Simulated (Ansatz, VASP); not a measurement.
## One calculation of ZrTiN, two programs

Contents of INCAR:

```
ALGO = Normal
EDIFF = 1E-6
EDIFFG = -0.01
ENCUT = 600
GGA = PE
IBRION = 2
ISIF = 3
ISMEAR = 0
LASPH = T
LCHARG = F
LREAL = F
LWAVE = F
NELM = 80
NSW = 100
PREC = Accurate
SIGMA = 0.1
```

Contents of KPOINTS:

```
k-points
0
Gamma
  12 12 4
```

File POSCAR:

```
ZrTiN
1.0
    3.2942792229      0.0000000000      0.0000000000
   -1.6471396114      2.8529294942      0.0000000000
    0.0000000000      0.0000000000     10.8000363783
Zr Ti N
2 2 2
Direct
    0.0000000000      0.0000000000      0.5000000000
    0.0000000000      0.0000000000      0.0000000000
    0.6666666667      0.3333333333      0.2500000000
    0.3333333333      0.6666666667      0.7500000000
    0.6666666667      0.3333333333      0.7500000000
    0.3333333333      0.6666666667      0.2500000000
```

Input for Ansatz:

```yaml
crystal:
  lattice:
    - [3.2942792229, 0.0, 0.0]
    - [-1.6471396114, 2.8529294942, 0.0]
    - [0.0, 0.0, 10.8000363783]
  atoms:
    - { symbol: Zr, position: [0.0, 0.0, 0.5] }
    - { symbol: Zr, position: [0.0, 0.0, 0.0] }
    - { symbol: Ti, position: [0.6666666667, 0.3333333333, 0.25] }
    - { symbol: Ti, position: [0.3333333333, 0.6666666667, 0.75] }
    - { symbol: "N", position: [0.6666666667, 0.3333333333, 0.75] }
    - { symbol: "N", position: [0.3333333333, 0.6666666667, 0.25] }
basis:
  ecutwfc: 420
kpoints:
  mp_grid: { grid: [12, 12, 4] }
hamiltonian:
  xc: pbe
scf:
  occupations: { method: gaussian, width: 0.1 }
output:
  forces: true
  stress: true
  eigenvalues: true
  write_density: true
  write_potential: true
  elf: true
  volumetric_format: npy
relax:
  adjacent_minimum: "off"
  f_tol: 0.01
  max_steps: 80
  cell: { stress_tol: 0.05 }
```

Change from the starting cell: species swapped into the YbCuPb type (P6_3/mmc, No. 194).

Alike in both runs: task relaxation of cell and atoms; functional PBE; k mesh 12 × 12 × 4; occupations gaussian, width 0.1 eV; no spin polarisation.

```csv
,VASP,Ansatz
version,VASP 6.6.1,Ansatz 0.2.0
potentials or method,"VASP PAW PBE potentials, release 64 (Zr_sv, Ti_sv, N), cutoff 600 eV","scalar-relativistic, plane waves, PAW"
valence electrons in the cell,58,58
```

|  | VASP | Ansatz | Ansatz less VASP |
| --- | --- | --- | --- |
| gap on the k mesh at the Fermi level, each at its own relaxed structure (eV) | none | none | - |
| relaxed volume (Å³/atom) | 16.90 | 16.91 | +0.014 |
| relaxed length of the cell vector where the two differ most in proportion (Å) | 10.741 | 10.769 | +0.0274 |

A gap of «none» marks a metal or a gap that the smearing closes.
